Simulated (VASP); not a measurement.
Here is a VASP 6.6.1 calculation.

File INCAR:

```
PREC = Accurate ; ENCUT = 520
EDIFF = 1E-6 ; ISMEAR = 0
SIGMA = 0.15 ; LREAL = F
LASPH = T ; NELM = 150
ALGO = Normal ; ISIF = 2
LWAVE = F ; LCHARG = F
ISPIN = 2 ; MAGMOM = 2.34 2.66 2.66 1.9
LORBIT = 11 ; LMAXMIX = 4
GGA = CA ; NBANDS = 28
```

KPOINTS

```
Automatic mesh
0
Gamma
  10 10 14
```

The input POSCAR:

```
Fe3Co
1.0
    3.9128358000      0.0000000000      0.0000000000
    0.0000000000      3.9128358000      0.0000000000
    0.0000000000      0.0000000000      2.8020000000
Fe Co
3 1
Direct
    0.5000000000      0.5000000000      0.0000000000
    0.5000000000      0.0000000000      0.5000000000
    0.0000000000      0.5000000000      0.5000000000
    0.0000000000      0.0000000000      0.0000000000
```

Potentials or basis: VASP PAW LDA potentials, release 64 (Fe, Co).

Run with:

```sh
$ cat potpaw_LDA.64/Fe/POTCAR potpaw_LDA.64/Co/POTCAR > POTCAR
$ mpirun -np 1 vasp_std > vasp.out
```

Predict the site moments.

Fe +2.10, +2.38 (each value once); Co +1.65 μB.

What does it give for the pressure?

-4.7 GPa.

Stress tensor (GPa, compression positive):
```
-3.91  0.00  0.00
 0.00 -3.91  0.00
 0.00  0.00 -6.39
```

Caveat: the cell stands under tension.
